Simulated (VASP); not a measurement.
# Mg5H2O6 (P-3m1) in VASP: electric field gradients with PBEsol

Aim: the electric field gradients of Mg5H2O6 with PBEsol.

All numbers are computed with VASP 6.6.1; they aren't measurements. Logs are shortened: lines on timing, memory, paths and dates and some standing lists are left out, and cuts for length are marked.

## Step 1: The cell of the first run

Symmetry: P-3m1, No. 164, trigonal system. Conventional cell: a = 3.007 Å, b = 3.007 Å, c = 14.538 Å, α = 90.00°, β = 90.00°, γ = 120.00°. Mg (site symmetry 3m) has 6 O at 2.04 to 2.12 Å and 3 H at 2.67 Å within 2.7 Å. Mg (site symmetry 3m) has 6 O at 2.11 to 2.12 Å within 2.8 Å. Mg (site symmetry -3m) has 6 O at 2.11 Å within 2.8 Å. Within 1.3 Å of H (site symmetry 3m) lie 1 O at 0.96 Å. Within 2.8 Å of O (site symmetry 3m) lie 6 Mg at 2.11 Å. O (site symmetry 3m) has 6 Mg at 2.12 Å within 2.8 Å. O (site symmetry 3m) has 1 H at 0.96 Å within 1.3 Å.

## Step 2: Electric field gradients, PBEsol

Input file INCAR:

```
SYSTEM = Mg5H2O6
PREC = Accurate
ENCUT = 520
EDIFF = 1E-8
ISMEAR = -1
SIGMA = 0.02
LREAL = .FALSE.
LASPH = .TRUE.
NELM = 100
ALGO = Normal
ISIF = 2
LWAVE = .FALSE.
LCHARG = .FALSE.
GGA = PS
LEFG = .TRUE.
NBANDS = 36
```

Input file KPOINTS:

```
regular mesh
0
G
  8 8 2
  0 0 0
```

Input file POSCAR:

```
Mg5H2O6
1.0
    3.0067254844      0.0000000000      0.0000000000
   -1.5033627422      2.6039006517      0.0000000000
    0.0000000000      0.0000000000     14.5381729901
Mg H O
5 2 6
Direct
    0.6666666667      0.3333333333      0.1669002200
    0.3333333333      0.6666666667      0.8330997800
    0.3333333333      0.6666666667      0.3339015700
    0.6666666667      0.3333333333      0.6660984300
    0.0000000000      0.0000000000      0.5000000000
    0.3333333333      0.6666666667      0.0276981800
    0.6666666667      0.3333333333      0.9723018200
    0.3333333333      0.6666666667      0.5830961400
    0.6666666667      0.3333333333      0.4169038600
    0.0000000000      0.0000000000      0.7494001900
    0.6666666667      0.3333333333      0.9062668200
    0.3333333333      0.6666666667      0.0937331800
    0.0000000000      0.0000000000      0.2505998100
```

Potentials or basis: VASP PAW PBE potentials, release 64 (Mg, H, O).

Launch:

```sh
cat potpaw_PBE.64/Mg/POTCAR potpaw_PBE.64/H/POTCAR potpaw_PBE.64/O/POTCAR > POTCAR
mpirun -np 1 vasp_std > vasp.out
```

OUTCAR:

```text
SYSTEM = Mg5H2O6
   PREC = Accurate
   ENCUT = 520
   EDIFF = 1E-8
   ISMEAR = -1
   LREAL = .FALSE.
   LASPH = .TRUE.
   NELM = 100
   ISIF = 2
   GGA = PS

 ion  position               nearest neighbor table
   1  0.667  0.333  0.167-  12 2.04  12 2.04  12 2.04  13 2.12  13 2.12  13 2.12   3 2.98   3 2.98
                             3 2.98
   2  0.333  0.667  0.833-  11 2.04  11 2.04  11 2.04  10 2.12  10 2.12  10 2.12   4 2.98   4 2.98
                             4 2.98
   3  0.333  0.667  0.334-   9 2.11   9 2.11   9 2.11  13 2.12  13 2.12  13 2.12   5 2.97   5 2.97
                             5 2.97   1 2.98   1 2.98   1 2.98
   4  0.667  0.333  0.666-   8 2.11   8 2.11   8 2.11  10 2.12  10 2.12  10 2.12   5 2.97   5 2.97
                             5 2.97   2 2.98   2 2.98   2 2.98
   5  0.000  0.000  0.500-   8 2.11   9 2.11   9 2.11   8 2.11   9 2.11   8 2.11   3 2.97   4 2.97
                             3 2.97   4 2.97   4 2.97   3 2.97
   6  0.333  0.667  0.028-  12 0.96
   7  0.667  0.333  0.972-  11 0.96
   8  0.333  0.667  0.583-   4 2.11   4 2.11   4 2.11   5 2.11   5 2.11   5 2.11
   9  0.667  0.333  0.417-   3 2.11   3 2.11   3 2.11   5 2.11   5 2.11   5 2.11
  10  0.000  0.000  0.749-   4 2.12   4 2.12   4 2.12   2 2.12   2 2.12   2 2.12
  11  0.667  0.333  0.906-   7 0.96   2 2.04   2 2.04   2 2.04
  12  0.333  0.667  0.094-   6 0.96   1 2.04   1 2.04   1 2.04
  13  0.000  0.000  0.251-   3 2.12   3 2.12   3 2.12   1 2.12   1 2.12   1 2.12

  LATTYP: Found a hexagonal cell.
 ALAT       =     3.0067254844
 C/A-ratio  =     4.8352179358

  Lattice vectors:

 A1 = (   3.0067254844,   0.0000000000,   0.0000000000)
 A2 = (  -1.5033627422,   2.6039006517,   0.0000000000)
 A3 = (   0.0000000000,   0.0000000000,  14.5381729901)

Analysis of symmetry for initial positions (statically):
=====================================================================
 Subroutine PRICEL returns:
 Original cell was already a primitive cell.

 Routine SETGRP: Setting up the symmetry group for a
 hexagonal supercell.

 Subroutine GETGRP returns: Found 12 space group operations
 (whereof 12 operations were pure point group operations)
 out of a pool of 24 trial point group operations.

The static configuration has the point symmetry D_3d.

Analysis of symmetry for dynamics (positions and initial velocities):
=====================================================================
 Subroutine PRICEL returns:
 Original cell was already a primitive cell.

 Routine SETGRP: Setting up the symmetry group for a
 hexagonal supercell.

 Subroutine GETGRP returns: Found 12 space group operations
 (whereof 12 operations were pure point group operations)
 out of a pool of 24 trial point group operations.

The dynamic configuration has the point symmetry D_3d.

 Subroutine INISYM returns: Found 12 space group operations
 (whereof 12 operations are pure point group operations),
 and found     1 'primitive' translations

----------------------------------------------------------------------------------------

                                     Primitive cell

  volume of cell :     113.8225

  direct lattice vectors                    reciprocal lattice vectors
     3.006725484  0.000000000  0.000000000     0.332587729  0.192019615  0.000000000
    -1.503362742  2.603900652  0.000000000     0.000000000  0.384039230  0.000000000
     0.000000000  0.000000000 14.538172990     0.000000000  0.000000000  0.068784434

  length of vectors
     3.006725484  3.006725484 14.538172990     0.384039230  0.384039230  0.068784434

  position of ions in fractional coordinates (direct lattice)
     0.666666667  0.333333333  0.166900220
     0.333333333  0.666666667  0.833099780
     0.333333333  0.666666667  0.333901570
     0.666666667  0.333333333  0.666098430
     0.000000000  0.000000000  0.500000000
     0.333333333  0.666666667  0.027698180
     0.666666667  0.333333333  0.972301820
     0.333333333  0.666666667  0.583096140
     0.666666667  0.333333333  0.416903860
     0.000000000  0.000000000  0.749400190
     0.666666667  0.333333333  0.906266820
     0.333333333  0.666666667  0.093733180
     0.000000000  0.000000000  0.250599810

  ion indices of the primitive-cell ions
   primitive index   ion index
                 1           1
                 2           2
                 3           3
                 4           4
                 5           5
                 6           6
                 7           7
                 8           8
                 9           9
                10          10
                11          11
                12          12
                13          13

----------------------------------------------------------------------------------------

[... 71 lines left out ...]
   ISYM   =      2    0-nonsym 1-usesym 2-fastsym
   POTIM  = 0.5000    time-step for ionic-motion
   TEBEG  =    0.0;   TEEND  =   0.0 temperature during run
   PSTRESS=    0.0 pullay stress
   NELECT =      48.0000    total number of electrons
   NUPDOWN=      -1.0000    fix difference up-down
   EMIN   =  10.00;   EMAX   =-10.00  energy-range for DOS
   EFERMI =   0.00;   METHOD = LEGACY
   ISMEAR =    -1;   SIGMA  =   0.02  broadening in eV -4-tet -1-fermi 0-gaus
   EFERMI_NEDOS =   21; number of points for ismear=-14 and -15
   IALGO  =     38    algorithm
   IMIX   =      4    mixing-type and parameters
     AMIX     =   0.40;   BMIX     =  1.00
     AMIX_MAG =   1.60;   BMIX_MAG =  1.00
  volume/ion in A,a.u.               =       8.76        59.09
  Fermi-wavevector in a.u.,A,eV,Ry     =   1.227663  2.319947 20.506115  1.507157
  Thomas-Fermi vector in A             =   2.362618
   LORBIT       =      0    0 simple, 1 ext, 2 COOP (PROOUT), +10 PAW based schemes
   GGA     = PS    functional components
   LHFCALC =     F    Hartree Fock is set to
   AEXX    =    0.0000 exact exchange contribution
   IVDW    =     0    specifies the selected vdW correction
   LEPSILON=     F    determine dielectric tensor
   LRPA    =     F    only Hartree local field effects (RPA)
 non-spin polarized calculation
  energy-cutoff  :      520.00
  volume of cell :      113.82
 maximum number of plane-waves:      3114
 NGX is ok and might be reduce to    24
   NGX = 11   NGY = 11   NGZ = 55

 number of electron      48.0000013 magnetization

 Free energy of the ion-electron system (eV)
  ---------------------------------------------------
  ext. energy  EPLUGINS =         0.00000000
  ---------------------------------------------------
  free energy    TOTEN  =       -77.46744196 eV

  energy without entropy =      -77.46744196  energy(sigma->0) =      -77.46744196

 E-fermi :   2.8474     XC(G=0): -10.8923

 val. band max:        2.3263416070   @ k =   0.0000   0.0000   0.0000
 cond. band min:       6.4583644142   @ k =   0.0000   0.0000   0.0000
 fundamental gap:      4.1320228072
 Fermi energy:         2.8474001034

 k-point     1 :       0.0000    0.0000    0.0000
  band No.  band energies     occupation
      1     -16.5248      2.00000
      2     -15.9069      2.00000
      3     -14.6098      2.00000
      4     -14.2617      2.00000
      5     -13.8800      2.00000
      6     -13.5378      2.00000
[... 769 lines left out ...]
     35      14.4553      0.00000
     36      14.4682      0.00000

------------------------ aborting loop because EDIFF is reached ----------------------------------------

  FORCE on cell =-STRESS in cart. coord.  units (eV):
  Direction    XX          YY          ZZ          XY          YZ          ZX
  --------------------------------------------------------------------------------------
  -------------------------------------------------------------------------------------
  Total        0.4581504      0.4581504      1.5981186     -0.0000000      0.0000000     -0.0000000
  in kB        6.4489740      6.4489740     22.4952883     -0.0000000      0.0000000     -0.0000000
  external PRESSURE =      11.7977454 kB  Pullay stress =       0.0000000 kB

 VOLUME and BASIS-vectors are now :
 -----------------------------------------------------------------------------
  energy-cutoff  :      520.00
  volume of cell :      113.82
      direct lattice vectors                 reciprocal lattice vectors
     3.006725484  0.000000000  0.000000000     0.332587729  0.192019615  0.000000000
    -1.503362742  2.603900652  0.000000000     0.000000000  0.384039230  0.000000000
     0.000000000  0.000000000 14.538172990     0.000000000  0.000000000  0.068784434

 POSITION                                       TOTAL-FORCE (eV/Angst)
 -----------------------------------------------------------------------------------
      1.50336      0.86797      2.42642        -0.000000      0.000000      0.035289
     -0.00000      1.73593     12.11175         0.000000     -0.000000     -0.035289
     -0.00000      1.73593      4.85432         0.000000      0.000000     -0.026241
      1.50336      0.86797      9.68385         0.000000      0.000000      0.026241
      0.00000      0.00000      7.26909         0.000000      0.000000      0.000000
     -0.00000      1.73593      0.40268         0.000000      0.000000     -0.633375
      1.50336      0.86797     14.13549        -0.000000     -0.000000      0.633375
     -0.00000      1.73593      8.47715         0.000000      0.000000     -0.010062
      1.50336      0.86797      6.06102        -0.000000      0.000000      0.010062
      0.00000      0.00000     10.89491         0.000000      0.000000      0.012229
      1.50336      0.86797     13.17546         0.000000     -0.000000     -0.584862
     -0.00000      1.73593      1.36271        -0.000000     -0.000000      0.584862
      0.00000      0.00000      3.64326         0.000000      0.000000     -0.012229
 -----------------------------------------------------------------------------------
    total drift:                                0.000000     -0.000000      0.000000

  FREE ENERGIE OF THE ION-ELECTRON SYSTEM (eV)
  ---------------------------------------------------
  free  energy   TOTEN  =       -77.4674419598 eV

  energy  without entropy=      -77.4674419598  energy(sigma->0) =      -77.46744196

 Electric field gradients (V/A^2)
---------------------------------------------------------------------
 ion       V_xx      V_yy      V_zz      V_xy      V_xz      V_yz
---------------------------------------------------------------------
   1      -0.551    -0.551     1.103    -0.000    -0.000     0.000
   2      -0.551    -0.551     1.103    -0.000    -0.000     0.000
   3      -0.218    -0.218     0.435    -0.000    -0.000     0.000
   4      -0.218    -0.218     0.435    -0.000    -0.000     0.000
   5      -0.255    -0.255     0.510    -0.000    -0.000     0.000
   6     -23.208   -23.209    46.417    -0.001    -0.000     0.000
   7     -23.208   -23.209    46.417    -0.001    -0.000     0.000
   8       1.963     1.966    -3.929     0.003     0.000    -0.000
   9       1.963     1.966    -3.929     0.003     0.000    -0.000
  10       3.175     3.178    -6.353     0.003     0.000    -0.000
  11     -65.616   -65.612   131.227     0.003    -0.000     0.000
  12     -65.616   -65.612   131.227     0.003    -0.000     0.000
  13       3.175     3.178    -6.353     0.003     0.000    -0.000
---------------------------------------------------------------------

 Electric field gradients after diagonalization (V/A^2)
 (convention: |V_zz| > |V_xx| > |V_yy|)
----------------------------------------------------------------------
 ion       V_xx      V_yy      V_zz     asymmetry (V_yy - V_xx)/ V_zz
----------------------------------------------------------------------
   1      -0.551    -0.551     1.103       0.000
   2      -0.551    -0.551     1.103       0.000
   3      -0.218    -0.218     0.435       0.000
   4      -0.218    -0.218     0.435       0.000
   5      -0.255    -0.255     0.510       0.000
   6     -23.210   -23.207    46.417       0.000
   7     -23.210   -23.207    46.417       0.000
   8       1.968     1.961    -3.929       0.002
   9       1.968     1.961    -3.929       0.002
  10       3.180     3.173    -6.353       0.001
  11     -65.618   -65.610   131.227       0.000
  12     -65.618   -65.610   131.227       0.000
  13       3.180     3.173    -6.353       0.001
----------------------------------------------------------------------

           NMR quadrupolar parameters

 Cq : quadrupolar parameter    Cq=e*Q*V_zz/h
 eta: asymmetry parameters     (V_yy - V_xx)/ V_zz
 Q  : nuclear electric quadrupole moment in mb (millibarn)
----------------------------------------------------------------------
 ion       Cq(MHz)       eta       Q (mb)
----------------------------------------------------------------------
   1       0.003       0.000       1.000
   2       0.003       0.000       1.000
   3       0.001       0.000       1.000
   4       0.001       0.000       1.000
   5       0.001       0.000       1.000
   6       0.112       0.000       1.000
   7       0.112       0.000       1.000
   8      -0.009       0.002       1.000
   9      -0.009       0.002       1.000
  10      -0.015       0.001       1.000
  11       0.317       0.000       1.000
  12       0.317       0.000       1.000
  13      -0.015       0.001       1.000
----------------------------------------------------------------------
```

It took 82 s on 1 thread of Intel Xeon Platinum 8559C (Emerald Rapids), shared host; peak memory 0.25 GiB.

Results:

```yaml
Free_energy: -77.4674 eV
Pressure: 1.2 GPa
Largest_force: 0.633 eV/Å
Band_gap_on_the_k_mesh: 4.13 eV, direct
```

Forces on the atoms (eV/Å):
```
Mg   0.000  0.000  0.035
Mg   0.000  0.000 -0.035
Mg   0.000  0.000 -0.026
Mg   0.000  0.000  0.026
Mg   0.000  0.000  0.000
H    0.000  0.000 -0.633
H    0.000  0.000  0.633
O    0.000  0.000 -0.010
O    0.000  0.000  0.010
O    0.000  0.000  0.012
O    0.000  0.000 -0.585
O    0.000  0.000  0.585
O    0.000  0.000 -0.012
```

Levels at points of the mesh, in eV from the valence-band top:
```tsv
k point	band 20	band 21	band 22	band 23	band 24	band 25	band 26	band 27	band 28	band 29
(0.00, 0.00, 0.00)	-0.28	-0.14	-0.14	0.00	0.00	4.13	5.48	6.12	7.31	7.56
(0.50, 0.00, 0.00)	-1.20	-0.96	-0.78	-0.72	-0.62	7.25	8.22	8.45	9.07	9.25
(0.00, 0.00, 0.50)	-0.35	-0.13	-0.13	0.00	0.00	4.31	5.06	6.55	7.10	7.60
(0.50, 0.00, 0.50)	-1.19	-1.01	-0.76	-0.75	-0.64	7.33	8.07	8.39	9.22	9.37
```

Electric field gradients, principal values (V/Å²):
```csv
atom,least,middle,greatest (by size)
1 Mg,-0.551,-0.551,1.103
2 Mg,-0.551,-0.551,1.103
3 Mg,-0.218,-0.218,0.435
4 Mg,-0.218,-0.218,0.435
5 Mg,-0.255,-0.255,0.510
6 H,-23.207,-23.210,46.417
7 H,-23.207,-23.210,46.417
8 O,1.961,1.968,-3.929
9 O,1.961,1.968,-3.929
10 O,3.173,3.180,-6.353
11 O,-65.610,-65.618,131.227
12 O,-65.610,-65.618,131.227
13 O,3.173,3.180,-6.353
```

Caveat: without QUAD_EFG the Cq values of the log hold for a quadrupole moment of 1 mb, not for the nuclei; the PAW data sets were made with another functional, which shifts forces and pressure a little.
